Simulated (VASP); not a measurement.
# SnSe (P6_3mc) in VASP: further runs

The runs below take SnSe through single point, with PBEsol, PBE.

Everything below comes from runs of VASP 6.6.1. Logs are shortened: lines on timing, memory, paths and dates and some standing lists are left out, and cuts for length are marked.

## (1) The cell of the first run

It takes space group P6_3mc (No. 186, hexagonal). Conventional cell: a = 5.016 Å, b = 5.016 Å, c = 6.039 Å, α = 90.00°, β = 90.00°, γ = 120.00°. Within 3.8 Å of Sn (site symmetry 3m) lie 5 Se at 2.87 to 3.16 Å. Se (site symmetry 3m) has 5 Sn at 2.87 to 3.16 Å within 3.8 Å.

## (2) Single point, PBEsol

Input file INCAR:

```
SYSTEM = SnSe
  ALGO = Normal
  EDIFF = 1E-6
  ENCUT = 520
  GGA = PS
  ISIF = 2
  ISMEAR = -1
  LASPH = .True.
  LCHARG = .False.
  LREAL = .False.
  LWAVE = .False.
  NBANDS = 28
  NELM = 60
  PREC = Accurate
  SIGMA = 0.02
```

Input file KPOINTS:

```
k-points
0
Gamma
  6 6 4
  0 0 0
```

Input file POSCAR:

```
SnSe
1.0
    5.0156811143      0.0000000000      0.0000000000
   -2.5078405572      4.3437072622      0.0000000000
    0.0000000000      0.0000000000      6.0394564885
Sn Se
2 2
Direct
    0.3333333333      0.6666666667     -0.0504892150
    0.6666666667      0.3333333333      0.4495107850
    0.3333333333      0.6666666667      0.4254892150
    0.6666666667      0.3333333333      0.9254892150
```

Potentials or basis: VASP PAW PBE potentials, release 64 (Sn_d, Se).

Launch:

```bash
$ cat potpaw_PBE.64/Sn_d/POTCAR potpaw_PBE.64/Se/POTCAR > POTCAR
$ mpirun -np 1 vasp_std > vasp.out
```

OUTCAR:

```text
SYSTEM = SnSe
   EDIFF = 1E-6
   ENCUT = 520
   GGA = PS
   ISIF = 2
   ISMEAR = -1
   LASPH = .True.
   LREAL = .False.
   NELM = 60
   PREC = Accurate

 ion  position               nearest neighbor table
   1  0.333  0.667  0.950-   3 2.87   4 2.90   4 2.90   4 2.90   3 3.16
   2  0.667  0.333  0.450-   4 2.87   3 2.90   3 2.90   3 2.90   4 3.16
   3  0.333  0.667  0.425-   1 2.87   2 2.90   2 2.90   2 2.90   1 3.16
   4  0.667  0.333  0.925-   2 2.87   1 2.90   1 2.90   1 2.90   2 3.16

  LATTYP: Found a hexagonal cell.
 ALAT       =     5.0156811143
 C/A-ratio  =     1.2041149249

  Lattice vectors:

 A1 = (   5.0156811143,   0.0000000000,   0.0000000000)
 A2 = (  -2.5078405572,   4.3437072622,   0.0000000000)
 A3 = (   0.0000000000,   0.0000000000,   6.0394564885)

Analysis of symmetry for initial positions (statically):
=====================================================================
 Subroutine PRICEL returns:
 Original cell was already a primitive cell.

 Routine SETGRP: Setting up the symmetry group for a
 hexagonal supercell.

 Subroutine GETGRP returns: Found 12 space group operations
 (whereof  6 operations were pure point group operations)
 out of a pool of 24 trial point group operations.

The static configuration has the point symmetry C_3v.
 The point group associated with its full space group is C_6v.

Analysis of symmetry for dynamics (positions and initial velocities):
=====================================================================
 Subroutine PRICEL returns:
 Original cell was already a primitive cell.

 Routine SETGRP: Setting up the symmetry group for a
 hexagonal supercell.

 Subroutine GETGRP returns: Found 12 space group operations
 (whereof  6 operations were pure point group operations)
 out of a pool of 24 trial point group operations.

The dynamic configuration has the point symmetry C_3v.
 The point group associated with its full space group is C_6v.

 Subroutine INISYM returns: Found 12 space group operations
 (whereof  6 operations are pure point group operations),
 and found     1 'primitive' translations

----------------------------------------------------------------------------------------

                                     Primitive cell

  volume of cell :     131.5795

  direct lattice vectors                    reciprocal lattice vectors
     5.015681114  0.000000000  0.000000000     0.199374716  0.115109046  0.000000000
    -2.507840557  4.343707262  0.000000000     0.000000000  0.230218092  0.000000000
     0.000000000  0.000000000  6.039456488     0.000000000  0.000000000  0.165577813

  length of vectors
     5.015681114  5.015681114  6.039456488     0.230218092  0.230218092  0.165577813

  position of ions in fractional coordinates (direct lattice)
     0.333333333  0.666666667  0.949510785
     0.666666667  0.333333333  0.449510785
     0.333333333  0.666666667  0.425489215
     0.666666667  0.333333333  0.925489215

  ion indices of the primitive-cell ions
   primitive index   ion index
                 1           1
                 2           2
                 3           3
                 4           4

----------------------------------------------------------------------------------------

 KPOINTS: k-points

Automatic generation of k-mesh.
 Grid dimensions read from file:
 generate k-points for:    6    6    4

 Generating k-lattice:

  Cartesian coordinates                     Fractional coordinates (reciprocal lattice)
     0.033229119  0.019184841  0.000000000     0.166666667  0.000000000  0.000000000
     0.000000000  0.038369682  0.000000000     0.000000000  0.166666667  0.000000000
     0.000000000  0.000000000  0.041394453     0.000000000  0.000000000  0.250000000

  Length of vectors
     0.038369682  0.038369682  0.041394453

  Shift w.r.t. Gamma in fractional coordinates (k-lattice)
     0.000000000  0.000000000  0.000000000

 Subroutine IBZKPT returns following result:
 ===========================================

 Found     21 irreducible k-points:

 Following reciprocal coordinates:
            Coordinates               Weight
  0.000000  0.000000  0.000000      1.000000
  0.166667  0.000000  0.000000      6.000000
  0.333333 -0.000000  0.000000      6.000000
  0.500000 -0.000000  0.000000      3.000000
  0.166667  0.166667  0.000000      6.000000
  0.333333  0.166667  0.000000     12.000000
[... 13 lines left out ...]
  0.333333  0.166667  0.500000     12.000000
  0.333333  0.333333  0.500000      2.000000
   k-points           NKPTS =     21   k-points in BZ     NKDIM =     21   number of bands    NBANDS=     28
   number of dos      NEDOS =    301   number of ions     NIONS =      4
   total plane-waves  NPLWV =  76800
   dimension x,y,z NGX =    40 NGY =   40 NGZ =   48
   dimension x,y,z NGXF=    80 NGYF=   80 NGZF=   96
   ions per type =               2   2
   NGX,Y,Z   is equivalent  to a cutoff of  13.26, 13.26, 13.21 a.u.
   NGXF,Y,Z  is equivalent  to a cutoff of  26.52, 26.52, 26.43 a.u.
 SYSTEM =  SnSe
   PREC   = accura    normal or accurate (medium, high low for compatibility)
   ISTART =      0    job   : 0-new  1-cont  2-samecut
   ICHARG =      2    charge: 1-file 2-atom 10-const
   ISPIN  =      1    spin polarized calculation?
   LNONCOLLINEAR =      F non collinear calculations
   LSORBIT =      F    spin-orbit coupling
   LASPH  =      T    aspherical Exc in radial PAW
   ENCUT  =  520.0 eV  38.22 Ry    6.18 a.u.   9.33  9.33 11.23*2*pi/ulx,y,z
   NELM   =     60;   NELMIN=  2; NELMDL= -5     # of ELM steps
   EDIFF  = 0.1E-05   stopping-criterion for ELM
   LREAL  =      F    real-space projection
   EDIFFG = 0.1E-04   stopping-criterion for IOM
   NSW    =      0    number of steps for IOM
   IBRION =     -1    ionic relax: 0-MD 1-quasi-New 2-CG
   NFREE  =      0    steps in history (QN), initial steepest desc. (CG)
   ISIF   =      2    stress and relaxation
   ISYM   =      2    0-nonsym 1-usesym 2-fastsym
   POTIM  = 0.5000    time-step for ionic-motion
   TEBEG  =    0.0;   TEEND  =   0.0 temperature during run
   PSTRESS=    0.0 pullay stress
   NELECT =      40.0000    total number of electrons
   NUPDOWN=      -1.0000    fix difference up-down
   EMIN   =  10.00;   EMAX   =-10.00  energy-range for DOS
   EFERMI =   0.00;   METHOD = LEGACY
   ISMEAR =    -1;   SIGMA  =   0.02  broadening in eV -4-tet -1-fermi 0-gaus
   EFERMI_NEDOS =   21; number of points for ismear=-14 and -15
   IALGO  =     38    algorithm
   IMIX   =      4    mixing-type and parameters
     AMIX     =   0.40;   BMIX     =  1.00
     AMIX_MAG =   1.60;   BMIX_MAG =  1.00
  volume/ion in A,a.u.               =      32.89       221.99
  Fermi-wavevector in a.u.,A,eV,Ry     =   1.100775  2.080164 16.486268  1.211707
  Thomas-Fermi vector in A             =   2.237192
   LORBIT       =      0    0 simple, 1 ext, 2 COOP (PROOUT), +10 PAW based schemes
   GGA     = PS    functional components
   LHFCALC =     F    Hartree Fock is set to
   AEXX    =    0.0000 exact exchange contribution
   IVDW    =     0    specifies the selected vdW correction
   LEPSILON=     F    determine dielectric tensor
   LRPA    =     F    only Hartree local field effects (RPA)
 non-spin polarized calculation
  energy-cutoff  :      520.00
  volume of cell :      131.58
 maximum number of plane-waves:      3575
 NGX is ok and might be reduce to    40
   NGX = 19   NGY = 19   NGZ = 23

 number of electron      40.0000000 magnetization

 Free energy of the ion-electron system (eV)
  ---------------------------------------------------
  ext. energy  EPLUGINS =         0.00000000
  ---------------------------------------------------
  free energy    TOTEN  =       -17.32521990 eV

  energy without entropy =      -17.32521943  energy(sigma->0) =      -17.32521966

 E-fermi :   4.4092     XC(G=0):  -8.6608

 val. band max:        4.1901070806   @ k =   0.3333   0.3333   0.5000
 cond. band min:       4.6284489597   @ k =   0.3333   0.3333   0.5000
 fundamental gap:      0.4383418791
 Fermi energy:         4.4092020802

 k-point     1 :       0.0000    0.0000    0.0000
  band No.  band energies     occupation
      1     -17.6532      2.00000
      2     -17.6384      2.00000
      3     -17.6384      2.00000
      4     -17.6381      2.00000
      5     -17.6381      2.00000
      6     -17.6290      2.00000
[... 20 lines left out ...]
     27       9.4275      0.00000
     28       9.4276      0.00000

 k-point     2 :       0.1667    0.0000    0.0000
  band No.  band energies     occupation
      1     -17.6540      2.00000
      2     -17.6399      2.00000
      3     -17.6383      2.00000
      4     -17.6363      2.00000
      5     -17.6358      2.00000
      6     -17.6296      2.00000
[... 20 lines left out ...]
     27       9.1533      0.00000
     28       9.3859      0.00000

 k-point     3 :       0.3333   -0.0000    0.0000
  band No.  band energies     occupation
      1     -17.6548      2.00000
      2     -17.6429      2.00000
      3     -17.6372      2.00000
      4     -17.6341      2.00000
      5     -17.6312      2.00000
      6     -17.6304      2.00000
[... 20 lines left out ...]
     27       8.8509      0.00000
     28       9.7740      0.00000

 k-point     4 :       0.5000   -0.0000    0.0000
  band No.  band energies     occupation
      1     -17.6550      2.00000
      2     -17.6445      2.00000
      3     -17.6366      2.00000
      4     -17.6333      2.00000
      5     -17.6305      2.00000
      6     -17.6282      2.00000
[... 485 lines left out ...]
     27      10.6331      0.00000
     28      10.6331      0.00000

 k-point    20 :       0.3333    0.1667    0.5000
  band No.  band energies     occupation
      1     -17.6427      2.00000
      2     -17.6427      2.00000
      3     -17.6361      2.00000
      4     -17.6361      2.00000
      5     -17.6333      2.00000
      6     -17.6333      2.00000
[... 20 lines left out ...]
     27       9.8960      0.00000
     28       9.8960      0.00000

 k-point    21 :       0.3333    0.3333    0.5000
  band No.  band energies     occupation
      1     -17.6422      2.00000
      2     -17.6422      2.00000
      3     -17.6355      2.00000
      4     -17.6355      2.00000
      5     -17.6336      2.00000
      6     -17.6336      2.00000
[... 20 lines left out ...]
     27       9.7464      0.00000
     28       9.7464      0.00000

------------------------ aborting loop because EDIFF is reached ----------------------------------------

  FORCE on cell =-STRESS in cart. coord.  units (eV):
  Direction    XX          YY          ZZ          XY          YZ          ZX
  --------------------------------------------------------------------------------------
  -------------------------------------------------------------------------------------
  Total        0.0202904      0.0202904      0.0259873     -0.0000000      0.0000000      0.0000000
  in kB        0.2470655      0.2470655      0.3164346     -0.0000000      0.0000000      0.0000000
  external PRESSURE =       0.2701885 kB  Pullay stress =       0.0000000 kB

 VOLUME and BASIS-vectors are now :
 -----------------------------------------------------------------------------
  energy-cutoff  :      520.00
  volume of cell :      131.58
      direct lattice vectors                 reciprocal lattice vectors
     5.015681114  0.000000000  0.000000000     0.199374716  0.115109046  0.000000000
    -2.507840557  4.343707262  0.000000000     0.000000000  0.230218092  0.000000000
     0.000000000  0.000000000  6.039456488     0.000000000  0.000000000  0.165577813

 POSITION                                       TOTAL-FORCE (eV/Angst)
 -----------------------------------------------------------------------------------
     -0.00000      2.89580      5.73453         0.000000     -0.000000     -0.006403
      2.50784      1.44790      2.71480        -0.000000      0.000000     -0.006403
     -0.00000      2.89580      2.56972        -0.000000     -0.000000      0.006403
      2.50784      1.44790      5.58945         0.000000     -0.000000      0.006403
 -----------------------------------------------------------------------------------
    total drift:                               -0.000000      0.000000     -0.000783

  FREE ENERGIE OF THE ION-ELECTRON SYSTEM (eV)
  ---------------------------------------------------
  free  energy   TOTEN  =       -17.3252198956 eV

  energy  without entropy=      -17.3252194302  energy(sigma->0) =      -17.32521966
```

Run time: 1.7 min. Hardware: 1 thread of Intel Xeon Platinum 8259CL at 2.50GHz (Skylake/Cascade Lake), shared host; peak memory 0.29 GiB.

Results:

```yaml
Free_energy: -17.3252 eV
Pressure: 0.0 GPa
Largest_force: 0.006 eV/Å
Band_gap_on_the_k_mesh: 0.44 eV, direct
```

Forces in eV/Å, atoms in the order of the input:
```
Sn   0.000  0.000 -0.006
Sn   0.000  0.000 -0.006
Se   0.000  0.000  0.006
Se   0.000  0.000  0.006
```

Caveat: the PAW data sets were made with another functional, which shifts forces and pressure a little; spin-orbit coupling is left out, which moves the levels of the heavy elements. A k mesh can miss the band edges.

(Continued in part 2 of 2.)
